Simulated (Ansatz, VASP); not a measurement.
# SnH5 in VASP and in Ansatz

```
Sn H
1.0
     3.60351    0.00000    0.00000
    -1.80176    3.12073    0.00000
     0.00000    0.00000   11.69948
Sn H
1 5
Direct
  0.66667 0.33333 0.00000
  0.00000 0.00000 0.00000
  0.00000 0.00000 0.32285
  0.00000 0.00000 0.67715
  0.00000 0.00000 0.61299
  0.00000 0.00000 0.38701
```

Alike in both runs: functional PBE; k mesh 12 × 12 × 4; occupations gaussian, width 0.1 eV; no spin polarisation.

Ansatz relaxed the structure, and its values are those at the end. VASP's run is a single point on that final structure, the one shown.

|  | VASP | Ansatz |
| --- | --- | --- |
| version | VASP 6.6.1 | Ansatz 0.2.0 |
| potentials or method | VASP PAW PBE potentials, release 64 (Sn_d, H), cutoff 520 eV | scalar-relativistic, plane waves, PAW |
| valence electrons in the cell | 19 | 19 |

Ansatz gave:

| Property | Result |
| --- | --- |
| gap on the k mesh at the Fermi level (eV) | none |
| pressure (GPa) | 0.0 |
| rms of the force components (eV/Å) | 0.001 |

Q: Estimate VASP's values.

A: gap on the k mesh at the Fermi level (eV): none; pressure (GPa): -0.1; rms of the force components (eV/Å): 0.004.

A gap of «none» marks a metal or a gap that the smearing closes. Ansatz's warnings: xc potential rough in thin density.
